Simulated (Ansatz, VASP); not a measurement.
# BN in VASP and in Ansatz

The input INCAR:

```
SYSTEM = BN
  PREC = Accurate
  ENCUT = 520
  EDIFF = 1E-7
  ISMEAR = 0
  SIGMA = 0.05
  LREAL = .FALSE.
  LASPH = .TRUE.
  NELM = 100
  ALGO = Normal
  ISIF = 2
  LWAVE = .FALSE.
  LCHARG = .TRUE.
  GGA = PE
  LELF = .TRUE.
  LVHAR = .TRUE.
  NBANDS = 11
```

File KPOINTS:

```
regular mesh
0
G
  12 12 12
  0 0 0
```

POSCAR

```
BN
1.0
    0.0000000000      1.7955395981      1.7313080687
    1.7313080687      0.0000000000      1.7313080687
    1.7313080687      1.7955395981      0.0000000000
B N
1 1
Direct
    0.0000000000      0.0000000000      0.0000000000
    0.7500000000      0.7500000000      0.7500000000
```

Input for Ansatz:

```yaml
crystal:
  lattice:
    - [0.0, 1.7955395981, 1.7313080687]
    - [1.7313080687, 0.0, 1.7313080687]
    - [1.7313080687, 1.7955395981, 0.0]
  atoms:
    - { symbol: B, position: [0.0, 0.0, 0.0] }
    - { symbol: "N", position: [0.75, 0.75, 0.75] }
basis:
  ecutwfc: 520.0
kpoints:
  mp_grid: { grid: [12, 12, 12] }
hamiltonian:
  xc: pbe
scf:
  occupations: { method: gaussian, width: 0.05 }
output:
  forces: true
  stress: true
  eigenvalues: true
```

Alike in both runs: task single point; functional PBE; k mesh 12 × 12 × 12; occupations gaussian, width 0.05 eV; no spin polarisation.

|  | VASP | Ansatz |
| --- | --- | --- |
| version | VASP 6.6.1 | Ansatz 0.2.0 |
| potentials or method | VASP PAW PBE potentials, release 64 (B, N), cutoff 520 eV | scalar-relativistic, plane waves, PAW |
| valence electrons in the cell | 8 | 8 |

Ansatz gave:

```
gap on the k mesh at the Fermi level (eV) : 4.21
least direct gap on the mesh (eV)         : 9.07
```

**Question.** What did VASP give for the same quantities?

**Answer.** gap on the k mesh at the Fermi level (eV): 4.19; least direct gap on the mesh (eV): 9.05.
